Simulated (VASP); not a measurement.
# Si8O15 (a cell with a defect) in VASP: single point with r2SCAN

Aim: the single point of Si8O15 (a cell with a defect) with r2SCAN.

Everything below comes from runs of VASP 6.6.1. Logs are shortened: lines on timing, memory, paths and dates and some standing lists are left out, and cuts for length are marked.

## (1) The cell of the first run

The cell holds a defect, 23 atoms: a = 5.846 Å, b = 5.846 Å, c = 5.303 Å, α = 90.00°, β = 90.00°, γ = 90.00°.

## (2) Single point, r2SCAN

POSCAR

```
Si8O15
1.0
   -4.1337000000     -4.1337000000      0.0000000000
    4.1337000000     -4.1337000000      0.0000000000
    0.0000000000      0.0000000000      5.3034000000
Si O
8 15
Direct
    0.5000000000      0.5058156131      0.0088365954
    0.0000000000      0.5011723154      0.2500000000
    0.5000000000      0.5058156131      0.4911634046
    0.0000000000      0.5026150906      0.7500000000
    0.0000000000     -0.0002615091      0.0007636610
    0.5000000000     -0.0056861891      0.2500000000
    0.0000000000     -0.0002615091      0.4992363390
    0.5000000000      0.0012596463      0.7500000000
    0.1950850328      0.5026516196      0.0019813704
    0.0000000000      0.1955550717      0.2500000000
    0.8049149672      0.5026516196      0.0019813704
    0.0000000000      0.8056491763      0.2500000000
    0.1950850328      0.5026516196      0.4980186296
    0.0000000000      0.1958545613      0.7500000000
    0.8049149672      0.5026516196      0.4980186296
    0.0000000000      0.8057945666      0.7500000000
    0.6950722113     -0.0053020297      0.0016685522
    0.5000000000      0.2998045335      0.2500000000
    0.3049277887     -0.0053020297      0.0016685522
    0.6950722113     -0.0053020297      0.4983314478
    0.5000000000      0.6970820330      0.7500000000
    0.3049277887     -0.0053020297      0.4983314478
    0.5000000000      0.3060926047      0.7500000000
```

INCAR.step1

```
SYSTEM = Si8O15
PREC = Accurate
ENCUT = 520
ISMEAR = -1
SIGMA = 0.05
LREAL = Auto
LASPH = .True.
NELM = 80
NBANDS = 78
GGA = PE
ALGO = Normal
EDIFF = 1E-4
LWAVE = .True.
LCHARG = .False.
```

INCAR.step2

```
SYSTEM = Si8O15
PREC = Accurate
ENCUT = 520
EDIFF = 1E-6
ISMEAR = -1
SIGMA = 0.05
LREAL = Auto
LASPH = .True.
NELM = 80
ALGO = Normal
ISIF = 2
LWAVE = .False.
LCHARG = .False.
METAGGA = R2SCAN
LMIXTAU = .True.
NBANDS = 78
ISTART = 1
```

KPOINTS

```
Automatic mesh
0
Gamma
  2 2 2
  0 0 0
```

Potentials or basis: VASP PAW PBE potentials, release 64 (Si, O).

The run is started by

```
cat potpaw_PBE.64/Si/POTCAR potpaw_PBE.64/O/POTCAR > POTCAR
cp INCAR.step1 INCAR
mpirun -np 1 vasp_std > vasp.out
cp INCAR.step2 INCAR
mpirun -np 1 vasp_std > vasp.out
```

OUTCAR:

```text
SYSTEM = Si8O15
   PREC = Accurate
   ENCUT = 520
   EDIFF = 1E-6
   ISMEAR = -1
   LREAL = Auto
   LASPH = .True.
   NELM = 80
   ISIF = 2
   METAGGA = R2SCAN
   ISTART = 1

 ion  position               nearest neighbor table
   1  0.500  0.506  0.009-  18 1.76  21 1.77   9 1.78  11 1.78  23 1.80   3 2.56   3 2.75   6 3.13

   2  0.000  0.501  0.250-   9 1.74  11 1.74  13 1.74  15 1.74  12 1.78  10 1.79   4 2.65   4 2.65

   3  0.500  0.506  0.491-  18 1.76  21 1.77  13 1.78  15 1.78  23 1.80   1 2.56   1 2.75   6 3.13

   4  0.000  0.503  0.750-   9 1.76  11 1.76  13 1.76  15 1.76  16 1.77  14 1.79   2 2.65   2 2.65

   5  0.000  1.000  0.001-  12 1.74  16 1.75  10 1.75  14 1.76  17 1.78  19 1.78   7 2.64   7 2.66

   6  0.500  0.994  0.250-  17 1.74  19 1.74  20 1.74  22 1.74  18 1.79   8 2.65   8 2.65   3 3.13
                             1 3.13
   7  0.000  1.000  0.499-  12 1.74  16 1.75  10 1.75  14 1.76  20 1.78  22 1.78   5 2.64   5 2.66

   8  0.500  0.001  0.750-  17 1.76  19 1.76  20 1.76  22 1.76  21 1.78  23 1.78   6 2.65   6 2.65

   9  0.195  0.503  0.002-   2 1.74   4 1.76   1 1.78
  10  0.000  0.196  0.250-   5 1.75   7 1.75   2 1.79
  11  0.805  0.503  0.002-   2 1.74   4 1.76   1 1.78
  12  0.000  0.806  0.250-   5 1.74   7 1.74   2 1.78
  13  0.195  0.503  0.498-   2 1.74   4 1.76   3 1.78
  14  0.000  0.196  0.750-   5 1.76   7 1.76   4 1.79
  15  0.805  0.503  0.498-   2 1.74   4 1.76   3 1.78
  16  0.000  0.806  0.750-   5 1.75   7 1.75   4 1.77
  17  0.695  0.995  0.002-   6 1.74   8 1.76   5 1.78
  18  0.500  0.300  0.250-   1 1.76   3 1.76   6 1.79
  19  0.305  0.995  0.002-   6 1.74   8 1.76   5 1.78
  20  0.695  0.995  0.498-   6 1.74   8 1.76   7 1.78
  21  0.500  0.697  0.750-   1 1.77   3 1.77   8 1.78
  22  0.305  0.995  0.498-   6 1.74   8 1.76   7 1.78
  23  0.500  0.306  0.750-   8 1.78   3 1.80   1 1.80

  LATTYP: Found a simple tetragonal cell.
 ALAT       =     5.8459346028
 C/A-ratio  =     0.9071945481

  Lattice vectors:

 A1 = (  -4.1337000000,  -4.1337000000,   0.0000000000)
 A2 = (   4.1337000000,  -4.1337000000,   0.0000000000)
 A3 = (   0.0000000000,   0.0000000000,   5.3034000000)

Analysis of symmetry for initial positions (statically):
=====================================================================
 Subroutine PRICEL returns:
 Original cell was already a primitive cell.

 Routine SETGRP: Setting up the symmetry group for a
 simple tetragonal supercell.

 Subroutine GETGRP returns: Found  4 space group operations
 (whereof  2 operations were pure point group operations)
 out of a pool of 16 trial point group operations.

The static configuration has the point symmetry C_1h.
 The point group associated with its full space group is C_2v.

Analysis of symmetry for dynamics (positions and initial velocities):
=====================================================================
 Subroutine PRICEL returns:
 Original cell was already a primitive cell.

 Routine SETGRP: Setting up the symmetry group for a
 simple tetragonal supercell.

 Subroutine GETGRP returns: Found  4 space group operations
 (whereof  2 operations were pure point group operations)
 out of a pool of 16 trial point group operations.

The dynamic configuration has the point symmetry C_1h.
 The point group associated with its full space group is C_2v.

 Subroutine INISYM returns: Found  4 space group operations
 (whereof  2 operations are pure point group operations),
 and found     1 'primitive' translations

----------------------------------------------------------------------------------------

                                     Primitive cell

  volume of cell :     181.2434

  direct lattice vectors                    reciprocal lattice vectors
    -4.133700000 -4.133700000  0.000000000    -0.120957012 -0.120957012  0.000000000
     4.133700000 -4.133700000  0.000000000     0.120957012 -0.120957012  0.000000000
     0.000000000  0.000000000  5.303400000     0.000000000  0.000000000  0.188558283

  length of vectors
     5.845934603  5.845934603  5.303400000     0.171059047  0.171059047  0.188558283

  position of ions in fractional coordinates (direct lattice)
     0.500000000  0.505815613  0.008836595
     0.000000000  0.501172315  0.250000000
     0.500000000  0.505815613  0.491163405
     0.000000000  0.502615091  0.750000000
     0.000000000  0.999738491  0.000763661
     0.500000000  0.994313811  0.250000000
[... 15 lines left out ...]
     0.304927789  0.994697970  0.498331448
     0.500000000  0.306092605  0.750000000

  ion indices of the primitive-cell ions
   primitive index   ion index
                 1           1
                 2           2
                 3           3
                 4           4
                 5           5
                 6           6
[... 15 lines left out ...]
                22          22
                23          23

----------------------------------------------------------------------------------------

 KPOINTS: Automatic mesh

Automatic generation of k-mesh.
 Grid dimensions read from file:
 generate k-points for:    2    2    2

 Generating k-lattice:

  Cartesian coordinates                     Fractional coordinates (reciprocal lattice)
    -0.060478506 -0.060478506  0.000000000     0.500000000  0.000000000  0.000000000
     0.060478506 -0.060478506  0.000000000     0.000000000  0.500000000  0.000000000
     0.000000000  0.000000000  0.094279142     0.000000000  0.000000000  0.500000000

  Length of vectors
     0.085529523  0.085529523  0.094279142

  Shift w.r.t. Gamma in fractional coordinates (k-lattice)
     0.000000000  0.000000000  0.000000000

 Subroutine IBZKPT returns following result:
 ===========================================

 Found      8 irreducible k-points:

 Following reciprocal coordinates:
            Coordinates               Weight
  0.000000  0.000000  0.000000      1.000000
  0.500000  0.000000  0.000000      1.000000
  0.000000  0.500000  0.000000      1.000000
  0.500000  0.500000  0.000000      1.000000
  0.000000  0.000000  0.500000      1.000000
  0.500000  0.000000  0.500000      1.000000
  0.000000  0.500000  0.500000      1.000000
  0.500000  0.500000  0.500000      1.000000
   k-points           NKPTS =      8   k-points in BZ     NKDIM =      8   number of bands    NBANDS=     78
   number of dos      NEDOS =    301   number of ions     NIONS =     23
   total plane-waves  NPLWV =  92160
   dimension x,y,z NGX =    48 NGY =   48 NGZ =   40
   dimension x,y,z NGXF=    96 NGYF=   96 NGZF=   80
   ions per type =               8  15
   NGX,Y,Z   is equivalent  to a cutoff of  13.65, 13.65, 12.54 a.u.
   NGXF,Y,Z  is equivalent  to a cutoff of  27.30, 27.30, 25.08 a.u.
 SYSTEM =  Si8O15
   PREC   = accura    normal or accurate (medium, high low for compatibility)
   ISTART =      1    job   : 0-new  1-cont  2-samecut
   ICHARG =      0    charge: 1-file 2-atom 10-const
   ISPIN  =      1    spin polarized calculation?
   LNONCOLLINEAR =      F non collinear calculations
   LSORBIT =      F    spin-orbit coupling
   LASPH  =      T    aspherical Exc in radial PAW
   ENCUT  =  520.0 eV  38.22 Ry    6.18 a.u.  10.87 10.87  9.86*2*pi/ulx,y,z
   NELM   =     80;   NELMIN=  2; NELMDL=  0     # of ELM steps
   EDIFF  = 0.1E-05   stopping-criterion for ELM
   LREAL  =      T    real-space projection
   EDIFFG = 0.1E-04   stopping-criterion for IOM
   NSW    =      0    number of steps for IOM
   IBRION =     -1    ionic relax: 0-MD 1-quasi-New 2-CG
   NFREE  =      0    steps in history (QN), initial steepest desc. (CG)
   ISIF   =      2    stress and relaxation
   ISYM   =      2    0-nonsym 1-usesym 2-fastsym
   POTIM  = 0.5000    time-step for ionic-motion
   TEBEG  =    0.0;   TEEND  =   0.0 temperature during run
   PSTRESS=    0.0 pullay stress
   NELECT =     122.0000    total number of electrons
   NUPDOWN=      -1.0000    fix difference up-down
   EMIN   =  10.00;   EMAX   =-10.00  energy-range for DOS
   EFERMI =   0.00;   METHOD = LEGACY
   ISMEAR =    -1;   SIGMA  =   0.05  broadening in eV -4-tet -1-fermi 0-gaus
   EFERMI_NEDOS =   21; number of points for ismear=-14 and -15
   IALGO  =     38    algorithm
   IMIX   =      4    mixing-type and parameters
     AMIX     =   0.40;   BMIX     =  1.00
     AMIX_MAG =   1.60;   BMIX_MAG =  1.00
  volume/ion in A,a.u.               =       7.88        53.18
  Fermi-wavevector in a.u.,A,eV,Ry     =   1.434743  2.711270 28.007409  2.058486
  Thomas-Fermi vector in A             =   2.554118
   LORBIT       =      0    0 simple, 1 ext, 2 COOP (PROOUT), +10 PAW based schemes
   METAGGA = R2SCAN    functional components
   LHFCALC =     F    Hartree Fock is set to
   AEXX    =    0.0000 exact exchange contribution
   IVDW    =     0    specifies the selected vdW correction
   LEPSILON=     F    determine dielectric tensor
   LRPA    =     F    only Hartree local field effects (RPA)
 non-spin polarized calculation
  energy-cutoff  :      520.00
  volume of cell :      181.24
 maximum number of plane-waves:      4912
 NGX is ok and might be reduce to    48
   NGX = 21   NGY = 21   NGZ = 19

 number of electron     121.9999970 magnetization

 Free energy of the ion-electron system (eV)
  ---------------------------------------------------
  ext. energy  EPLUGINS =         0.00000000
  ---------------------------------------------------
  free energy    TOTEN  =      -222.02485501 eV

  energy without entropy =     -222.02485501  energy(sigma->0) =     -222.02485501

 E-fermi :  10.6204     XC(G=0): -12.8505

 val. band max:        9.4397089906   @ k =   0.5000   0.5000   0.5000
 cond. band min:      13.2717463930   @ k =   0.0000   0.0000   0.5000
 fundamental gap:      3.8320374024
 Fermi energy:        10.6203519450

 k-point     1 :       0.0000    0.0000    0.0000
  band No.  band energies     occupation
      1     -15.8005      2.00000
      2     -14.1340      2.00000
      3     -13.6999      2.00000
      4     -13.2312      2.00000
      5     -13.1176      2.00000
      6     -12.8833      2.00000
[... 65 lines left out ...]
     72      18.4351      0.00000
     73      18.9010      0.00000

 k-point     2 :       0.5000    0.0000    0.0000
  band No.  band energies     occupation
      1     -15.3544      2.00000
      2     -14.8668      2.00000
      3     -13.5267      2.00000
      4     -13.2865      2.00000
      5     -13.0844      2.00000
      6     -13.0053      2.00000
[... 65 lines left out ...]
     72      18.1276      0.00000
     73      18.1843      0.00000

 k-point     3 :       0.0000    0.5000    0.0000
  band No.  band energies     occupation
      1     -15.3007      2.00000
      2     -15.0277      2.00000
      3     -13.4286      2.00000
      4     -13.0957      2.00000
      5     -13.0261      2.00000
      6     -13.0239      2.00000
[... 369 lines left out ...]
     72      19.7140      0.00000
     73      19.7490      0.00000

 k-point     8 :       0.5000    0.5000    0.5000
  band No.  band energies     occupation
      1     -14.0699      2.00000
      2     -14.0571      2.00000
      3     -14.0095      2.00000
      4     -13.9677      2.00000
      5     -13.9632      2.00000
      6     -13.9432      2.00000
[... 65 lines left out ...]
     72      19.7074      0.00000
     73      19.7848      0.00000
 [bands above 73 left out]

------------------------ aborting loop because EDIFF is reached ----------------------------------------

  FORCE on cell =-STRESS in cart. coord.  units (eV):
  Direction    XX          YY          ZZ          XY          YZ          ZX
  --------------------------------------------------------------------------------------
  -------------------------------------------------------------------------------------
  Total        8.7909402      8.7909402      6.9115175      2.9505828     -0.0000000      0.0000000
  in kB       77.7112007     77.7112007     61.0972561     26.0829133     -0.0000000      0.0000000
  external PRESSURE =      72.1732192 kB  Pullay stress =       0.0000000 kB

 VOLUME and BASIS-vectors are now :
 -----------------------------------------------------------------------------
  energy-cutoff  :      520.00
  volume of cell :      181.24
      direct lattice vectors                 reciprocal lattice vectors
    -4.133700000 -4.133700000  0.000000000    -0.120957012 -0.120957012  0.000000000
     4.133700000 -4.133700000  0.000000000     0.120957012 -0.120957012  0.000000000
     0.000000000  0.000000000  5.303400000     0.000000000  0.000000000  0.188558283

 POSITION                                       TOTAL-FORCE (eV/Angst)
 -----------------------------------------------------------------------------------
      0.02404     -4.15774      0.04686         0.006375     -0.006375      0.021741
      2.07170     -2.07170      1.32585        -0.002982      0.002982     -0.000000
      0.02404     -4.15774      2.60484         0.006375     -0.006375     -0.021741
      2.07766     -2.07766      3.97755        -0.003558      0.003558     -0.000000
      4.13262     -4.13262      0.00405        -0.000985      0.000985     -0.011931
      2.04335     -6.17705      1.32585        -0.005232      0.005232     -0.000000
[... 15 lines left out ...]
      2.85130     -5.37226      2.64285         0.010542      0.019434      0.000076
     -0.80155     -3.33215      3.97755        -0.008546      0.008546     -0.000000
 -----------------------------------------------------------------------------------
    total drift:                               -0.019968      0.019968      0.000002

  FREE ENERGIE OF THE ION-ELECTRON SYSTEM (eV)
  ---------------------------------------------------
  free  energy   TOTEN  =      -222.0248550129 eV

  energy  without entropy=     -222.0248550129  energy(sigma->0) =     -222.02485501
```

Wall time 14 min (1 thread of Intel Xeon 8259CL, shared host); peak memory 0.35 GiB.

Results:

- Free energy: -222.0249 eV
- Pressure: 7.2 GPa
- Largest force: 0.026 eV/Å
- Band gap on the k mesh: 3.83 eV

Forces in eV/Å, atoms in the order of the input:
```
Si   0.006 -0.006  0.022
Si  -0.003  0.003  0.000
Si   0.006 -0.006 -0.022
Si  -0.004  0.004  0.000
Si  -0.001  0.001 -0.012
Si  -0.005  0.005  0.000
Si  -0.001  0.001  0.012
Si   0.007 -0.007  0.000
O   -0.014 -0.021  0.000
O    0.019 -0.019  0.000
O    0.021  0.014  0.000
O   -0.018  0.018  0.000
O   -0.014 -0.021  0.000
O    0.016 -0.016  0.000
O    0.021  0.014  0.000
O   -0.013  0.013  0.000
O   -0.019 -0.011  0.000
O   -0.011  0.011  0.000
O    0.011  0.019  0.000
O   -0.019 -0.011  0.000
O    0.012 -0.012  0.000
O    0.011  0.019  0.000
O   -0.009  0.009  0.000
```

Levels at points of the mesh, in eV from the valence-band top:
| k point | band 58 | band 59 | band 60 | band 61 | band 62 | band 63 | band 64 | band 65 |
| --- | --- | --- | --- | --- | --- | --- | --- | --- |
| (0.00, 0.00, 0.00) | -2.83 | -2.58 | -1.69 | -0.99 | 4.60 | 5.50 | 5.98 | 6.30 |
| (0.50, 0.00, 0.00) | -3.10 | -2.76 | -2.56 | -0.27 | 4.81 | 5.99 | 6.22 | 6.95 |
| (0.00, 0.50, 0.00) | -3.01 | -2.55 | -2.34 | -0.70 | 4.06 | 5.45 | 6.52 | 7.22 |
| (0.50, 0.50, 0.00) | -2.83 | -2.81 | -2.53 | -0.46 | 4.41 | 6.21 | 6.69 | 7.46 |
| (0.00, 0.00, 0.50) | -2.98 | -2.57 | -2.37 | -0.23 | 3.83 | 4.86 | 7.55 | 7.63 |
| (0.50, 0.00, 0.50) | -2.80 | -2.60 | -2.39 | -0.08 | 4.55 | 5.10 | 7.64 | 7.80 |
| (0.00, 0.50, 0.50) | -2.52 | -2.51 | -2.45 | -0.34 | 3.87 | 4.71 | 7.75 | 8.01 |
| (0.50, 0.50, 0.50) | -2.97 | -2.93 | -2.85 | 0.00 | 4.49 | 4.78 | 7.79 | 8.88 |

Caveat: the k points lie up to 0.59 Å⁻¹ apart; the PAW data sets were made with another functional, which shifts forces and pressure a little.
